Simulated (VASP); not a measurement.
# Ga3SbAs2 (I-4m2) in VASP: a series of runs

Ga3SbAs2 is run at these levels: PBE; tasks: single point, relaxation of cell and atoms.

Program: VASP 6.6.1. These are calculated values, not measurements. Logs are shortened: lines on timing, memory, paths and dates and some standing lists are left out, and cuts for length are marked.

### Step 1. The cell of the first run

The structure is tetragonal, space group I-4m2 (No. 119). Conventional cell: a = 4.193 Å, b = 4.193 Å, c = 17.668 Å, α = 90.00°, β = 90.00°, γ = 90.00°. Ga (site symmetry 2mm) has 2 As at 2.52 Å and 2 Sb at 2.64 Å within 3.3 Å. Within 3.3 Å of Ga (site symmetry -4m2) lie 4 As at 2.52 Å. Sb (site symmetry -4m2) has 4 Ga at 2.64 Å within 3.5 Å. As (site symmetry 2mm) has 4 Ga at 2.52 Å within 3.3 Å.

### Step 2. Single point, PBE

INCAR reads:

```
PREC     = Accurate       # precision mode
ENCUT    = 520            # plane-wave cutoff, eV
EDIFF    = 1E-6           # SCF threshold, eV
ISMEAR   = 0              # smearing method
SIGMA    = 0.1            # smearing width, eV
LREAL    = F              # projectors in reciprocal space
LASPH    = T              # aspherical terms in the spheres
NELM     = 80             # most SCF steps
ALGO     = Normal         # electronic algorithm
ISIF     = 2              # what is computed and relaxed
LWAVE    = F              # write WAVECAR
LCHARG   = F              # write CHGCAR
GGA      = PE             # functional
NBANDS   = 36             # bands
```

KPOINTS reads:

```
Automatic mesh
0
Gamma
  6 6 6
```

POSCAR reads:

```
Ga3SbAs2
1.0
   -2.0962779976      2.0962779976      8.8337956610
    2.0962779976     -2.0962779976      8.8337956610
    2.0962779976      2.0962779976     -8.8337956610
Ga Sb As
3 1 2
Direct
    0.8410273316      0.8410273316      0.0000000000
    0.5000000000      0.5000000000      0.0000000000
    0.1589726684      0.1589726684      0.0000000000
    0.7500000000      0.2500000000      0.5000000000
    0.4203861714      0.9203861714      0.5000000000
    0.0796138286      0.5796138286      0.5000000000
```

Potentials or basis: VASP PAW PBE potentials, release 64 (Ga_d, Sb, As).

Started as:

```console
$ cat potpaw_PBE.64/Ga_d/POTCAR potpaw_PBE.64/Sb/POTCAR potpaw_PBE.64/As/POTCAR > POTCAR
$ mpirun -np 1 vasp_std > vasp.out
```

OUTCAR:

```text
PREC = Accurate
   ENCUT = 520
   EDIFF = 1E-6
   ISMEAR = 0
   LREAL = F
   LASPH = T
   NELM = 80
   ISIF = 2
   GGA = PE

 ion  position               nearest neighbor table
   1  0.841  0.841  0.000-   5 2.52   5 2.52   4 2.64   4 2.64
   2  0.500  0.500  0.000-   5 2.52   6 2.52   6 2.52   5 2.52
   3  0.159  0.159  0.000-   6 2.52   6 2.52   4 2.64   4 2.64
   4  0.750  0.250  0.500-   1 2.64   3 2.64   1 2.64   3 2.64
   5  0.420  0.920  0.500-   1 2.52   1 2.52   2 2.52   2 2.52
   6  0.080  0.580  0.500-   3 2.52   3 2.52   2 2.52   2 2.52

  LATTYP: Found a body centered tetragonal cell.
 ALAT       =     4.1925559952
 C/A-ratio  =     4.2140382483

  Lattice vectors:

 A1 = (  -2.0962779976,   2.0962779976,   8.8337956610)
 A2 = (   2.0962779976,  -2.0962779976,   8.8337956610)
 A3 = (   2.0962779976,   2.0962779976,  -8.8337956610)

Analysis of symmetry for initial positions (statically):
=====================================================================
 Subroutine PRICEL returns:
 Original cell was already a primitive cell.

 Routine SETGRP: Setting up the symmetry group for a
 body centered tetragonal supercell.

 Subroutine GETGRP returns: Found  8 space group operations
 (whereof  8 operations were pure point group operations)
 out of a pool of 16 trial point group operations.

The static configuration has the point symmetry D_2d.

Analysis of symmetry for dynamics (positions and initial velocities):
=====================================================================
 Subroutine PRICEL returns:
 Original cell was already a primitive cell.

 Routine SETGRP: Setting up the symmetry group for a
 body centered tetragonal supercell.

 Subroutine GETGRP returns: Found  8 space group operations
 (whereof  8 operations were pure point group operations)
 out of a pool of 16 trial point group operations.

The dynamic configuration has the point symmetry D_2d.

 Subroutine INISYM returns: Found  8 space group operations
 (whereof  8 operations are pure point group operations),
 and found     1 'primitive' translations

----------------------------------------------------------------------------------------

                                     Primitive cell

  volume of cell :     155.2763

  direct lattice vectors                    reciprocal lattice vectors
    -2.096277998  2.096277998  8.833795661     0.000000000  0.238517983  0.056600811
     2.096277998 -2.096277998  8.833795661     0.238517983  0.000000000  0.056600811
     2.096277998  2.096277998 -8.833795661     0.238517983  0.238517983  0.000000000

  length of vectors
     9.317977713  9.317977713  9.317977713     0.245141755  0.245141755  0.337315367

  position of ions in fractional coordinates (direct lattice)
     0.841027332  0.841027332  0.000000000
     0.500000000  0.500000000  0.000000000
     0.158972668  0.158972668  0.000000000
     0.750000000  0.250000000  0.500000000
     0.420386171  0.920386171  0.500000000
     0.079613829  0.579613829  0.500000000

  ion indices of the primitive-cell ions
   primitive index   ion index
                 1           1
                 2           2
                 3           3
                 4           4
                 5           5
                 6           6

----------------------------------------------------------------------------------------

 KPOINTS: Automatic mesh

Automatic generation of k-mesh.
 Grid dimensions read from file:
 generate k-points for:    6    6    6

 Generating k-lattice:

  Cartesian coordinates                     Fractional coordinates (reciprocal lattice)
     0.000000000  0.039752997  0.009433469     0.166666667  0.000000000  0.000000000
     0.039752997  0.000000000  0.009433469     0.000000000  0.166666667  0.000000000
     0.039752997  0.039752997  0.000000000     0.000000000  0.000000000  0.166666667

  Length of vectors
     0.040856959  0.040856959  0.056219228

  Shift w.r.t. Gamma in fractional coordinates (k-lattice)
     0.000000000  0.000000000  0.000000000

 Subroutine IBZKPT returns following result:
 ===========================================

 Found     30 irreducible k-points:

 Following reciprocal coordinates:
            Coordinates               Weight
  0.000000  0.000000  0.000000      1.000000
  0.166667  0.000000  0.000000      8.000000
  0.333333  0.000000  0.000000      8.000000
  0.500000  0.000000 -0.000000      4.000000
  0.166667  0.166667 -0.000000      8.000000
  0.333333  0.166667  0.000000     16.000000
[... 16 lines left out ...]
 -0.333333 -0.333333  0.166667      8.000000
 -0.166667 -0.333333  0.166667      8.000000
 [... further k-points ...]
   k-points           NKPTS =     30   k-points in BZ     NKDIM =     30   number of bands    NBANDS=     36
   number of dos      NEDOS =    301   number of ions     NIONS =      6
   total plane-waves  NPLWV = 343000
   dimension x,y,z NGX =    70 NGY =   70 NGZ =   70
[... 30 lines left out ...]
   EFERMI_NEDOS =   21; number of points for ismear=-14 and -15
   IALGO  =     38    algorithm
   IMIX   =      4    mixing-type and parameters
     AMIX     =   0.40;   BMIX     =  1.00
     AMIX_MAG =   1.60;   BMIX_MAG =  1.00
  volume/ion in A,a.u.               =      25.88       174.64
  Fermi-wavevector in a.u.,A,eV,Ry     =   1.151254  2.175554 18.032960  1.325385
  Thomas-Fermi vector in A             =   2.287913
   LORBIT       =      0    0 simple, 1 ext, 2 COOP (PROOUT), +10 PAW based schemes
   GGA     = PE    functional components
   LHFCALC =     F    Hartree Fock is set to
   AEXX    =    0.0000 exact exchange contribution
   IVDW    =     0    specifies the selected vdW correction
   LEPSILON=     F    determine dielectric tensor
   LRPA    =     F    only Hartree local field effects (RPA)
 non-spin polarized calculation
 Gauss-broadening in eV      SIGMA  =   0.10
  energy-cutoff  :      520.00
  volume of cell :      155.28
 maximum number of plane-waves:      4200
 NGX is ok and might be reduce to    70
   NGX = 35   NGY = 35   NGZ = 35

 number of electron      53.9999996 magnetization

 Free energy of the ion-electron system (eV)
  ---------------------------------------------------
  ext. energy  EPLUGINS =         0.00000000
  ---------------------------------------------------
  free energy    TOTEN  =       -23.74723079 eV

  energy without entropy =      -23.74633933  energy(sigma->0) =      -23.74678506

 E-fermi :   3.9112     XC(G=0):  -9.1792

 val. band max:        3.8878117760   @ k =   0.0000   0.0000   0.0000
 cond. band min:       4.3712391790   @ k =   0.5000   0.0000  -0.0000
 fundamental gap:      0.4834274030
 Fermi energy:         3.9111649537

 k-point     1 :       0.0000    0.0000    0.0000
  band No.  band energies     occupation
      1     -11.0931      2.00000
      2     -11.0345      2.00000
      3     -11.0345      2.00000
      4     -11.0230      2.00000
      5     -11.0037      2.00000
      6     -10.9910      2.00000
[... 28 lines left out ...]
     35       7.2278      0.00000
     36      10.4481      0.00000

 k-point     2 :       0.1667    0.0000    0.0000
  band No.  band energies     occupation
      1     -11.0908      2.00000
      2     -11.0465      2.00000
      3     -11.0338      2.00000
      4     -11.0146      2.00000
      5     -11.0014      2.00000
      6     -10.9881      2.00000
[... 28 lines left out ...]
     35       8.1552      0.00000
     36       9.3383      0.00000

 k-point     3 :       0.3333    0.0000    0.0000
  band No.  band energies     occupation
      1     -11.0880      2.00000
      2     -11.0620      2.00000
      3     -11.0326      2.00000
      4     -11.0089      2.00000
      5     -10.9989      2.00000
      6     -10.9834      2.00000
[... 28 lines left out ...]
     35       8.6852      0.00000
     36       9.1725      0.00000
[... 742 lines left out ...]
 k-point    23 :      -0.3333   -0.3333    0.1667
  band No.  band energies     occupation
      1     -11.0901      2.00000
      2     -11.0553      2.00000
      3     -11.0313      2.00000
      4     -11.0081      2.00000
      5     -11.0005      2.00000
      6     -10.9889      2.00000
[... 28 lines left out ...]
     35       8.7049      0.00000
     36       8.9607      0.00000

 k-point    24 :      -0.1667   -0.3333    0.1667
  band No.  band energies     occupation
      1     -11.0913      2.00000
      2     -11.0460      2.00000
      3     -11.0338      2.00000
      4     -11.0118      2.00000
      5     -11.0016      2.00000
      6     -10.9913      2.00000
[... 28 lines left out ...]
     35       8.1549      0.00000
     36       9.1637      0.00000

 [... further k-points ...]

------------------------ aborting loop because EDIFF is reached ----------------------------------------

  FORCE on cell =-STRESS in cart. coord.  units (eV):
  Direction    XX          YY          ZZ          XY          YZ          ZX
  --------------------------------------------------------------------------------------
  -------------------------------------------------------------------------------------
  Total       -0.1728347     -0.1728347     -0.0483920      0.0000000      0.0000000      0.0000000
  in kB       -1.7833494     -1.7833494     -0.4993204      0.0000000      0.0000000      0.0000000
  external PRESSURE =      -1.3553397 kB  Pullay stress =       0.0000000 kB

 VOLUME and BASIS-vectors are now :
 -----------------------------------------------------------------------------
  energy-cutoff  :      520.00
  volume of cell :      155.28
      direct lattice vectors                 reciprocal lattice vectors
    -2.096277998  2.096277998  8.833795661     0.000000000  0.238517983  0.056600811
     2.096277998 -2.096277998  8.833795661     0.238517983  0.000000000  0.056600811
     2.096277998  2.096277998 -8.833795661     0.238517983  0.238517983  0.000000000

 POSITION                                       TOTAL-FORCE (eV/Angst)
 -----------------------------------------------------------------------------------
      0.00000      0.00000     14.85893         0.000000     -0.000000      0.011279
      0.00000      0.00000      8.83380        -0.000000      0.000000      0.000000
      0.00000      0.00000      2.80866         0.000000     -0.000000     -0.011279
     -0.00000      2.09628      4.41690        -0.000000      0.000000     -0.000000
      2.09628      0.00000      7.42721         0.000000      0.000000      0.032964
      2.09628      0.00000      1.40658        -0.000000      0.000000     -0.032964
 -----------------------------------------------------------------------------------
    total drift:                                0.000002     -0.000002     -0.000000

  FREE ENERGIE OF THE ION-ELECTRON SYSTEM (eV)
  ---------------------------------------------------
  free  energy   TOTEN  =       -23.7472307946 eV

  energy  without entropy=      -23.7463393297  energy(sigma->0) =      -23.74678506
```

Run time: 5.3 min. Hardware: 1 thread of Intel Xeon 6975P-C (Granite Rapids), shared host; peak memory 0.74 GiB.

Results:

```
Free energy            : -23.7472 eV
Pressure               : -0.1 GPa
Largest force          : 0.033 eV/Å
Band gap on the k mesh : zero (filled and empty bands touch)
```

Forces in eV/Å, atoms in the order of the input:
```
Ga   0.000  0.000  0.011
Ga   0.000  0.000  0.000
Ga   0.000  0.000 -0.011
Sb   0.000  0.000  0.000
As   0.000  0.000  0.033
As   0.000  0.000 -0.033
```

Levels at points of the mesh, in eV from the Fermi level:
```csv
k point,band 23,band 24,band 25,band 26,band 27,band 28,band 29,band 30,band 31,band 32
"(0.00, 0.00, 0.00)",-1.98,-1.98,-0.27,-0.10,-0.02,-0.02,1.19,1.31,2.16,2.59
"(0.50, 0.00, 0.00)",-2.68,-1.55,-1.53,-1.15,-0.60,0.46,1.66,2.28,3.95,4.17
"(0.50, 0.50, 0.00)",-3.13,-3.03,-3.01,-2.54,-2.50,1.32,1.39,2.80,3.01,3.08
"(0.50, 0.50, 0.50)",-2.68,-1.33,-1.33,-0.69,-0.69,1.18,1.31,1.75,2.25,2.37
```

Caveat: spin-orbit coupling is left out, which moves the levels of the heavy elements.

### Step 3. Single point, PBE

This run uses another cell than the first one, of 22.25 Å³/atom, 0.860 times its volume.

INCAR reads:

```
ALGO = Normal ; EDIFF = 1E-6
ENCUT = 520 ; GGA = PE
ISIF = 2 ; ISMEAR = 0
LASPH = T ; LCHARG = F
LREAL = F ; LWAVE = F
NBANDS = 36 ; NELM = 80
PREC = Accurate ; SIGMA = 0.1
```

KPOINTS reads:

```
k-points
0
Gamma
  6 6 6
```

POSCAR reads:

```
Ga3SbAs2
1.0
   -1.9887365900      1.9887365900      8.4374947600
    1.9887365900     -1.9887365900      8.4374947600
    1.9887365900      1.9887365900     -8.4374947600
Ga Sb As
3 1 2
Direct
    0.8333333300      0.8333333300      0.0000000000
    0.5000000000      0.5000000000      0.0000000000
    0.1666666700      0.1666666700      0.0000000000
    0.7500000000      0.2500000000      0.5000000000
    0.4166666700      0.9166666700      0.5000000000
    0.0833333300      0.5833333300      0.5000000000
```

Potentials or basis: VASP PAW PBE potentials, release 64 (Ga_d, Sb, As).

Started as:

```console
$ cat potpaw_PBE.64/Ga_d/POTCAR potpaw_PBE.64/Sb/POTCAR potpaw_PBE.64/As/POTCAR > POTCAR
$ mpirun -np 1 vasp_std > vasp.out
```

Wall time 4.9 min (1 thread of Intel Xeon 6975P-C (Granite Rapids), shared host); peak memory 0.74 GiB.

It converged, with:

```
Free energy            : -22.8245 eV
Pressure               : 12.2 GPa
Largest force          : 1.798 eV/Å
Band gap on the k mesh : 0.85 eV, direct
```

Forces in eV/Å, atoms in the order of the input:
```
Ga   0.000  0.000  1.798
Ga   0.000  0.000  0.000
Ga   0.000  0.000 -1.798
Sb   0.000  0.000  0.000
As   0.000  0.000  0.150
As   0.000  0.000 -0.150
```

Stress tensor (GPa, compression positive):
```
12.40  0.00  0.00
 0.00 12.40  0.00
 0.00  0.00 11.84
```

Levels at points of the mesh, in eV from the valence-band top:
| k point | band 24 | band 25 | band 26 | band 27 | band 28 | band 29 | band 30 | band 31 |
| --- | --- | --- | --- | --- | --- | --- | --- | --- |
| (0.00, 0.00, 0.00) | -2.51 | -0.04 | 0.00 | 0.00 | 0.85 | 1.11 | 1.46 | 2.41 |
| (0.50, 0.00, 0.00) | -1.50 | -1.43 | -1.33 | -1.15 | 0.95 | 2.28 | 2.65 | 4.23 |
| (0.50, 0.50, 0.00) | -3.61 | -3.60 | -3.02 | -3.02 | 1.12 | 1.25 | 3.06 | 3.11 |
| (0.50, 0.50, 0.50) | -1.33 | -1.33 | -1.06 | -1.06 | 1.14 | 1.23 | 2.16 | 2.18 |

Caveat: spin-orbit coupling is left out, which moves the levels of the heavy elements; forces of over 1 eV/Å act on the atoms, so gaps and moduli don't describe the material at rest.

### Step 4. Relaxation of cell and atoms, PBE

This run uses another cell than the first one, of 22.25 Å³/atom, 0.860 times its volume.

INCAR reads:

```
PREC     = Accurate       # precision mode
ENCUT    = 600            # plane-wave cutoff, eV
EDIFF    = 1E-6           # SCF threshold, eV
ISMEAR   = 0              # smearing method
SIGMA    = 0.1            # smearing width, eV
LREAL    = False          # projectors in reciprocal space
LASPH    = True           # aspherical terms in the spheres
NELM     = 80             # most SCF steps
ALGO     = Normal         # electronic algorithm
ISIF     = 3              # what is computed and relaxed
LWAVE    = False          # write WAVECAR
LCHARG   = False          # write CHGCAR
GGA      = PE             # functional
IBRION   = 2              # ionic algorithm
NSW      = 90             # ionic steps
EDIFFG   = -0.04          # ionic threshold
```

KPOINTS reads:

```
regular mesh
0
Gamma
  6 6 6
```

POSCAR is that of step 3.

Started as:

```console
$ cat potpaw_PBE.64/Ga_d/POTCAR potpaw_PBE.64/Sb/POTCAR potpaw_PBE.64/As/POTCAR > POTCAR
$ mpirun -np 1 vasp_std > vasp.out
```

Wall time 27 min (1 thread of Intel Xeon 6975P-C (Granite Rapids), shared host); peak memory 0.92 GiB.

It converged, with:

* Free energy: -23.7448 eV
* Relaxed volume: 25.89 Å³/atom
* Relaxed cell: a = 9.332 Å, b = 9.332 Å, c = 9.332 Å, α = 154.05°, β = 154.05°, γ = 37.02°
* Space group after relaxing (to 0.05 Å): I-4m2 (No. 119)
* Energy gained by relaxing: 153.5 meV/atom
* Ionic steps: 8
* Pressure after relaxing: -0.2 GPa
* Largest force after relaxing: 0.036 eV/Å
* Band gap on the k mesh: zero (filled and empty bands touch)

Forces in eV/Å, atoms in the order of the input:
```
Ga   0.000  0.000 -0.036
Ga   0.000  0.000  0.000
Ga   0.000  0.000  0.036
Sb   0.000  0.000  0.000
As   0.000  0.000  0.035
As   0.000  0.000 -0.035
```

Step by step:
```csv
step,energy change (eV),largest force (eV/Å),pressure (GPa),volume (Å³)
1,0.0000,1.7980,12.20,133.48
2,-0.7120,0.3380,-3.72,168.94
3,-0.8587,0.5309,-0.38,156.66
4,-0.8894,0.3237,-0.20,155.78
5,-0.9133,0.2319,0.42,153.61
6,-0.9146,0.2420,0.33,154.00
7,-0.9208,0.0476,-0.13,155.25
8,-0.9208,0.0361,-0.18,155.33
```

Final structure:
```yaml
crystal:
  lattice:
    - [-2.09489, 2.09489, 8.84878]
    - [2.09489, -2.09489, 8.84878]
    - [2.09489, 2.09489, -8.84878]
  atoms:
    - { symbol: Ga, position: [0.84131, 0.84131, 0.00000] }
    - { symbol: Ga, position: [0.50000, 0.50000, 0.00000] }
    - { symbol: Ga, position: [0.15869, 0.15869, 0.00000] }
    - { symbol: Sb, position: [0.75000, 0.25000, 0.50000] }
    - { symbol: As, position: [0.42050, 0.92050, 0.50000] }
    - { symbol: As, position: [0.07950, 0.57950, 0.50000] }
```

Levels at points of the mesh, in eV from the Fermi level:
| k point | band 23 | band 24 | band 25 | band 26 | band 27 | band 28 | band 29 | band 30 | band 31 | band 32 |
| --- | --- | --- | --- | --- | --- | --- | --- | --- | --- | --- |
| (0.00, 0.00, 0.00) | -1.97 | -1.97 | -0.28 | -0.12 | -0.02 | -0.02 | 1.19 | 1.32 | 2.15 | 2.59 |
| (0.50, 0.00, 0.00) | -2.69 | -1.56 | -1.54 | -1.17 | -0.58 | 0.45 | 1.65 | 2.28 | 3.92 | 4.16 |
| (0.50, 0.50, 0.00) | -3.14 | -3.05 | -3.02 | -2.55 | -2.51 | 1.30 | 1.37 | 2.78 | 2.99 | 3.07 |
| (0.50, 0.50, 0.50) | -2.68 | -1.34 | -1.34 | -0.68 | -0.68 | 1.18 | 1.31 | 1.75 | 2.25 | 2.36 |

Caveat: the k points lie up to 0.35 Å⁻¹ apart in the final cell; the volume moved by over 15 % at a fixed basis, so the end points are rough; spin-orbit coupling is left out, which moves the levels of the heavy elements.

### Step 5. The runs side by side

| task | cell | cutoff (eV) | gap on the mesh (eV) | pressure (GPa) | largest force (eV/Å) |
| --- | --- | --- | --- | --- | --- |
| single point | a = 9.318 Å, angles 154.0, 154.0, 37.1°, 6 atoms | 520 | none | -0.1 | 0.03 |
| single point | a = 8.894 Å, angles 154.2, 154.2, 36.9°, 6 atoms | 520 | 0.85 | 12.2 | 1.80 |
| relaxation of cell and atoms | relaxed from a = 8.894 Å, angles 154.2, 154.2, 36.9°, 6 atoms | 600 | none | -0.2 | 0.04 |

Alike in all rows: level PBE; potentials or basis VASP PAW PBE potentials, release 64 (Ga_d, Sb, As); no spin polarisation; k mesh 6 × 6 × 6; smearing gaussian 0.1 eV.

Caveats: some runs use coarse meshes; spin-orbit coupling is left out, which moves the levels of the heavy elements; forces of over 1 eV/Å act on the atoms, so gaps and moduli don't describe the material at rest (some runs); the volume moved by over 15 % at a fixed basis, so the end points are rough (some runs).

Absolute energies hang on the potentials; compare differences alone.
